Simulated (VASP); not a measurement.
# Pd (Fm-3m) in VASP: a series of runs

Pd is run at these levels: r2SCAN; tasks: single point.

Program: VASP 6.6.1. These are calculated values, not measurements. Logs are shortened: lines on timing, memory, paths and dates and some standing lists are left out, and cuts for length are marked.

### Step 1. The cell of the first run

It takes space group Fm-3m (No. 225, cubic). The conventional cell has a = 3.907 Å, b = 3.907 Å, c = 3.907 Å, α = 90.00°, β = 90.00°, γ = 90.00°. Within 3.6 Å of Pd (site symmetry m-3m) lie 12 Pd at 2.76 Å.

### Step 2. Single point, r2SCAN

The input, POSCAR:

```
Pd
1.0
    0.0000000000      1.9535547306      1.9535547306
    1.9535547306      0.0000000000      1.9535547306
    1.9535547306      1.9535547306      0.0000000000
Pd
1
Direct
    0.0000000000      0.0000000000      0.0000000000
```

The input, INCAR.step1:

```
ALGO = Normal ; EDIFF = 1E-4
ENCUT = 520 ; GGA = PE
ISMEAR = 0 ; LASPH = T
LCHARG = F ; LREAL = F
LWAVE = T ; NBANDS = 11
NELM = 80 ; PREC = Accurate
SIGMA = 0.05
```

The input, INCAR.step2:

```
ALGO = Normal ; EDIFF = 1E-6
ENCUT = 520 ; ISIF = 2
ISMEAR = 0 ; ISTART = 1
LASPH = T ; LCHARG = F
LMIXTAU = T ; LREAL = F
LWAVE = F ; METAGGA = R2SCAN
NBANDS = 11 ; NELM = 80
PREC = Accurate ; SIGMA = 0.05
```

The input, KPOINTS:

```
k-points
0
Gamma
  18 18 18
```

Potentials or basis: VASP PAW PBE potentials, release 64 (Pd).

Started as:

```bash
> cat potpaw_PBE.64/Pd/POTCAR > POTCAR
> cp INCAR.step1 INCAR
> mpirun -np 1 vasp_std > vasp.out
> cp INCAR.step2 INCAR
> mpirun -np 1 vasp_std > vasp.out
```

OUTCAR:

```text
EDIFF = 1E-6
   ENCUT = 520
   ISIF = 2
   ISMEAR = 0
   ISTART = 1
   LASPH = T
   LREAL = F
   METAGGA = R2SCAN
   NELM = 80
   PREC = Accurate

 ion  position               nearest neighbor table
   1  0.000  0.000  0.000-

  LATTYP: Found a face centered cubic cell.
 ALAT       =     3.9071094612

  Lattice vectors:

 A1 = (   0.0000000000,   1.9535547306,   1.9535547306)
 A2 = (   1.9535547306,   0.0000000000,   1.9535547306)
 A3 = (   1.9535547306,   1.9535547306,   0.0000000000)

Analysis of symmetry for initial positions (statically):
=====================================================================
 Subroutine PRICEL returns:
 Original cell was already a primitive cell.

 Routine SETGRP: Setting up the symmetry group for a
 face centered cubic supercell.

 Subroutine GETGRP returns: Found 48 space group operations
 (whereof 48 operations were pure point group operations)
 out of a pool of 48 trial point group operations.

The static configuration has the point symmetry O_h .

Analysis of symmetry for dynamics (positions and initial velocities):
=====================================================================
 Subroutine PRICEL returns:
 Original cell was already a primitive cell.

 Routine SETGRP: Setting up the symmetry group for a
 face centered cubic supercell.

 Subroutine GETGRP returns: Found 48 space group operations
 (whereof 48 operations were pure point group operations)
 out of a pool of 48 trial point group operations.

The dynamic configuration has the point symmetry O_h .

 Subroutine INISYM returns: Found 48 space group operations
 (whereof 48 operations are pure point group operations),
 and found     1 'primitive' translations

----------------------------------------------------------------------------------------

                                     Primitive cell

  volume of cell :      14.9110

  direct lattice vectors                    reciprocal lattice vectors
     0.000000000  1.953554731  1.953554731    -0.255943687  0.255943687  0.255943687
     1.953554731  0.000000000  1.953554731     0.255943687 -0.255943687  0.255943687
     1.953554731  1.953554731  0.000000000     0.255943687  0.255943687 -0.255943687

  length of vectors
     2.762743595  2.762743595  2.762743595     0.443307469  0.443307469  0.443307469

  position of ions in fractional coordinates (direct lattice)
     0.000000000  0.000000000  0.000000000

  ion indices of the primitive-cell ions
   primitive index   ion index
                 1           1

----------------------------------------------------------------------------------------

 KPOINTS: k-points

Automatic generation of k-mesh.
 Grid dimensions read from file:
 generate k-points for:   18   18   18

 Generating k-lattice:

  Cartesian coordinates                     Fractional coordinates (reciprocal lattice)
    -0.014219094  0.014219094  0.014219094     0.055555556  0.000000000  0.000000000
     0.014219094 -0.014219094  0.014219094     0.000000000  0.055555556  0.000000000
     0.014219094  0.014219094 -0.014219094     0.000000000  0.000000000  0.055555556

  Length of vectors
     0.024628193  0.024628193  0.024628193

  Shift w.r.t. Gamma in fractional coordinates (k-lattice)
     0.000000000  0.000000000  0.000000000

 Subroutine IBZKPT returns following result:
 ===========================================

 Found    195 irreducible k-points:

 Following reciprocal coordinates:
            Coordinates               Weight
  0.000000  0.000000  0.000000      1.000000
  0.055556  0.000000  0.000000      8.000000
  0.111111  0.000000  0.000000      8.000000
  0.166667  0.000000  0.000000      8.000000
  0.222222  0.000000  0.000000      8.000000
  0.277778  0.000000  0.000000      8.000000
[... 16 lines left out ...]
 -0.277778  0.055556  0.000000     24.000000
 -0.222222  0.055556  0.000000     24.000000
 [... further k-points ...]
   k-points           NKPTS =    195   k-points in BZ     NKDIM =    195   number of bands    NBANDS=     11
   number of dos      NEDOS =    301   number of ions     NIONS =      1
   total plane-waves  NPLWV =  13824
   dimension x,y,z NGX =    24 NGY =   24 NGZ =   24
   dimension x,y,z NGXF=    48 NGYF=   48 NGZF=   48
   ions per type =               1
   NGX,Y,Z   is equivalent  to a cutoff of  14.44, 14.44, 14.44 a.u.
   NGXF,Y,Z  is equivalent  to a cutoff of  28.88, 28.88, 28.88 a.u.
 SYSTEM =  unknown system
   PREC   = accura    normal or accurate (medium, high low for compatibility)
   ISTART =      1    job   : 0-new  1-cont  2-samecut
   ICHARG =      0    charge: 1-file 2-atom 10-const
   ISPIN  =      1    spin polarized calculation?
   LNONCOLLINEAR =      F non collinear calculations
   LSORBIT =      F    spin-orbit coupling
   LASPH  =      T    aspherical Exc in radial PAW
   ENCUT  =  520.0 eV  38.22 Ry    6.18 a.u.   5.14  5.14  5.14*2*pi/ulx,y,z
   NELM   =     80;   NELMIN=  2; NELMDL=  0     # of ELM steps
   EDIFF  = 0.1E-05   stopping-criterion for ELM
   LREAL  =      F    real-space projection
   EDIFFG = 0.1E-04   stopping-criterion for IOM
   NSW    =      0    number of steps for IOM
   IBRION =     -1    ionic relax: 0-MD 1-quasi-New 2-CG
   NFREE  =      0    steps in history (QN), initial steepest desc. (CG)
   ISIF   =      2    stress and relaxation
   ISYM   =      2    0-nonsym 1-usesym 2-fastsym
   POTIM  = 0.5000    time-step for ionic-motion
   TEBEG  =    0.0;   TEEND  =   0.0 temperature during run
   PSTRESS=    0.0 pullay stress
   NELECT =      10.0000    total number of electrons
   NUPDOWN=      -1.0000    fix difference up-down
   EMIN   =  10.00;   EMAX   =-10.00  energy-range for DOS
   EFERMI =   0.00;   METHOD = LEGACY
   ISMEAR =     0;   SIGMA  =   0.05  broadening in eV -4-tet -1-fermi 0-gaus
   EFERMI_NEDOS =   21; number of points for ismear=-14 and -15
   IALGO  =     38    algorithm
   IMIX   =      4    mixing-type and parameters
     AMIX     =   0.40;   BMIX     =  1.00
     AMIX_MAG =   1.60;   BMIX_MAG =  1.00
  volume/ion in A,a.u.               =      14.91       100.62
  Fermi-wavevector in a.u.,A,eV,Ry     =   1.432977  2.707934 27.938521  2.053423
  Thomas-Fermi vector in A             =   2.552546
   LORBIT       =      0    0 simple, 1 ext, 2 COOP (PROOUT), +10 PAW based schemes
   METAGGA = R2SCAN    functional components
   LHFCALC =     F    Hartree Fock is set to
   AEXX    =    0.0000 exact exchange contribution
   IVDW    =     0    specifies the selected vdW correction
   LEPSILON=     F    determine dielectric tensor
   LRPA    =     F    only Hartree local field effects (RPA)
 non-spin polarized calculation
 Gauss-broadening in eV      SIGMA  =   0.05
  energy-cutoff  :      520.00
  volume of cell :       14.91
 maximum number of plane-waves:       415
 NGX is ok and might be reduce to    24
   NGX = 11   NGY = 11   NGZ = 11

 number of electron       9.9999998 magnetization

 Free energy of the ion-electron system (eV)
  ---------------------------------------------------
  ext. energy  EPLUGINS =         0.00000000
  ---------------------------------------------------
  free energy    TOTEN  =       -22.95054660 eV

  energy without entropy =      -22.94745436  energy(sigma->0) =      -22.94900048

 E-fermi :   9.4233     XC(G=0): -14.0518

 val. band max:        9.4112207945   @ k =   0.5000   0.1111   0.0000
 cond. band min:       9.4345674935   @ k =  -0.4444   0.3889   0.1111
 fundamental gap:      0.0233466990
 Fermi energy:         9.4233265859

 k-point     1 :       0.0000    0.0000    0.0000
  band No.  band energies     occupation
      1       2.3237      2.00000
      2       6.5605      2.00000
      3       6.5605      2.00000
      4       6.5605      2.00000
      5       8.1419      2.00000
      6       8.1419      2.00000
      7      27.4445      0.00000
      8      31.9210      0.00000
      9      32.3693      0.00000
     10      32.3693      0.00000
     11      32.3693      0.00000

 k-point     2 :       0.0556    0.0000    0.0000
  band No.  band energies     occupation
      1       2.4392      2.00000
      2       6.5201      2.00000
      3       6.6005      2.00000
      4       6.6005      2.00000
      5       8.1230      2.00000
      6       8.1230      2.00000
      7      27.5620      0.00000
      8      31.5520      0.00000
      9      31.9600      0.00000
     10      32.4964      0.00000
     11      32.4965      0.00000

 k-point     3 :       0.1111    0.0000    0.0000
  band No.  band energies     occupation
      1       2.7721      2.00000
      2       6.4204      2.00000
      3       6.7045      2.00000
      4       6.7045      2.00000
      5       8.0843      2.00000
      6       8.0843      2.00000
      7      27.8116      0.00000
      8      29.9893      0.00000
      9      31.9432      0.00000
     10      32.8558      0.00000
     11      32.8558      0.00000

 k-point     4 :       0.1667    0.0000    0.0000
  band No.  band energies     occupation
      1       3.2708      2.00000
      2       6.3332      2.00000
      3       6.8186      2.00000
      4       6.8186      2.00000
      5       8.0830      2.00000
      6       8.0830      2.00000
      7      27.4148      0.00000
      8      28.8150      0.00000
      9      31.9389      0.00000
     10      33.3720      0.00000
     11      33.3720      0.00000

 k-point     5 :       0.2222    0.0000    0.0000
  band No.  band energies     occupation
      1       3.8033      2.00000
      2       6.4125      2.00000
      3       6.8622      2.00000
      4       6.8622      2.00000
      5       8.2001      2.00000
      6       8.2001      2.00000
      7      25.6118      0.00000
      8      28.6590      0.00000
      9      31.9344      0.00000
     10      33.8602      0.00000
     11      33.8602      0.00000
[... 211 lines left out ...]
 k-point    21 :      -0.3889    0.0556    0.0000
  band No.  band energies     occupation
      1       4.2307      2.00000
      2       6.5189      2.00000
      3       6.6107      2.00000
      4       8.5590      2.00000
      5       9.0453      2.00000
      6      10.2543      0.00000
      7      18.8031      0.00000
      8      27.1865      0.00000
      9      30.9255      0.00000
     10      31.9491      0.00000
     11      32.3601      0.00000

 k-point    22 :      -0.3333    0.0556    0.0000
  band No.  band energies     occupation
      1       4.2979      2.00000
      2       6.6268      2.00000
      3       6.7074      2.00000
      4       7.8325      2.00000
      5       8.7056      2.00000
      6       9.4959      0.04014
      7      20.7407      0.00000
      8      27.6038      0.00000
      9      31.3823      0.00000
     10      31.9611      0.00000
     11      33.5603      0.00000

 k-point    23 :      -0.2778    0.0556    0.0000
  band No.  band energies     occupation
      1       4.2883      2.00000
      2       6.7123      2.00000
      3       6.8248      2.00000
      4       7.0134      2.00000
      5       8.3413      2.00000
      6       8.9701      2.00000
      7      22.8614      0.00000
      8      28.1046      0.00000
      9      31.8596      0.00000
     10      32.1123      0.00000
     11      35.0299      0.00000

 k-point    24 :      -0.2222    0.0556    0.0000
  band No.  band energies     occupation
      1       4.0450      2.00000
      2       6.3751      2.00000
      3       6.8841      2.00000
      4       6.9127      2.00000
      5       8.0406      2.00000
      6       8.5793      2.00000
      7      24.9934      0.00000
      8      28.5091      0.00000
      9      31.9224      0.00000
     10      32.5151      0.00000
     11      35.0744      0.00000

 [... further k-points ...]

------------------------ aborting loop because EDIFF is reached ----------------------------------------

  FORCE on cell =-STRESS in cart. coord.  units (eV):
  Direction    XX          YY          ZZ          XY          YZ          ZX
  --------------------------------------------------------------------------------------
  -------------------------------------------------------------------------------------
  Total        0.0609850      0.0609850      0.0609850      0.0000000      0.0000000      0.0000000
  in kB        6.5528014      6.5528014      6.5528014      0.0000000      0.0000000      0.0000000
  external PRESSURE =       6.5528014 kB  Pullay stress =       0.0000000 kB

 VOLUME and BASIS-vectors are now :
 -----------------------------------------------------------------------------
  energy-cutoff  :      520.00
  volume of cell :       14.91
      direct lattice vectors                 reciprocal lattice vectors
     0.000000000  1.953554731  1.953554731    -0.255943687  0.255943687  0.255943687
     1.953554731  0.000000000  1.953554731     0.255943687 -0.255943687  0.255943687
     1.953554731  1.953554731  0.000000000     0.255943687  0.255943687 -0.255943687

 POSITION                                       TOTAL-FORCE (eV/Angst)
 -----------------------------------------------------------------------------------
      0.00000      0.00000      0.00000         0.000000      0.000000      0.000000
 -----------------------------------------------------------------------------------
    total drift:                               -0.000000      0.000000     -0.000000

  FREE ENERGIE OF THE ION-ELECTRON SYSTEM (eV)
  ---------------------------------------------------
  free  energy   TOTEN  =       -22.9505465976 eV

  energy  without entropy=      -22.9474543595  energy(sigma->0) =      -22.94900048
```

It took 2.1 min on 1 thread of Intel Xeon 8259CL, shared host; peak memory 0.17 GiB.

Results:

```yaml
Free_energy: -22.9505 eV
Pressure: 0.7 GPa
Band_gap_on_the_k_mesh: zero (band 5 reaches 9.73 eV, above the bottom of band 6 at 8.08 eV)
```

Caveat: the PAW data sets were made with another functional, which shifts forces and pressure a little.

### Step 3. Single point, r2SCAN

POSCAR is that of step 2.

The input, INCAR.step1:

```
SYSTEM = Pd
PREC = Accurate
ENCUT = 520
ISMEAR = 0
SIGMA = 0.05
LREAL = .False.
LASPH = .True.
NELM = 60
NBANDS = 11
GGA = PE
ALGO = Normal
EDIFF = 1E-4
LWAVE = .True.
LCHARG = .False.
```

The input, INCAR.step2:

```
SYSTEM = Pd
PREC = Accurate
ENCUT = 520
EDIFF = 1E-6
ISMEAR = 0
SIGMA = 0.05
LREAL = .False.
LASPH = .True.
NELM = 60
ALGO = Normal
ISIF = 2
LWAVE = .False.
LCHARG = .False.
METAGGA = R2SCAN
LMIXTAU = .True.
NBANDS = 11
ISTART = 1
```

The input, KPOINTS:

```
Automatic mesh
0
Gamma
  18 18 18
  0 0 0
```

Potentials or basis: VASP PAW PBE potentials, release 64 (Pd).

Started as:

```bash
> cat potpaw_PBE.64/Pd/POTCAR > POTCAR
> cp INCAR.step1 INCAR
> mpirun -np 1 vasp_std > vasp.out
> cp INCAR.step2 INCAR
> mpirun -np 1 vasp_std > vasp.out
```

It took 2.7 min on 1 thread of Intel Xeon 8259CL, shared host; peak memory 0.17 GiB.

The run converged. Its results:

```yaml
Free_energy: -22.9505 eV
Pressure: 0.7 GPa
Band_gap_on_the_k_mesh: zero (band 5 reaches 9.73 eV, above the bottom of band 6 at 8.08 eV)
```

Levels at points of the mesh, in eV from the Fermi level:
| k point | band 2 | band 3 | band 4 | band 5 | band 6 | band 7 | band 8 | band 9 |
| --- | --- | --- | --- | --- | --- | --- | --- | --- |
| (0.00, 0.00, 0.00) | -2.86 | -2.86 | -2.86 | -1.28 | -1.28 | 18.02 | 22.50 | 22.95 |
| (0.50, 0.00, 0.00) | -2.94 | -2.94 | -0.03 | -0.03 | 1.32 | 7.63 | 17.42 | 22.02 |
| (0.50, 0.50, 0.00) | -5.17 | -0.09 | 0.31 | 0.31 | 3.66 | 11.20 | 13.87 | 13.87 |

Caveat: the PAW data sets were made with another functional, which shifts forces and pressure a little.
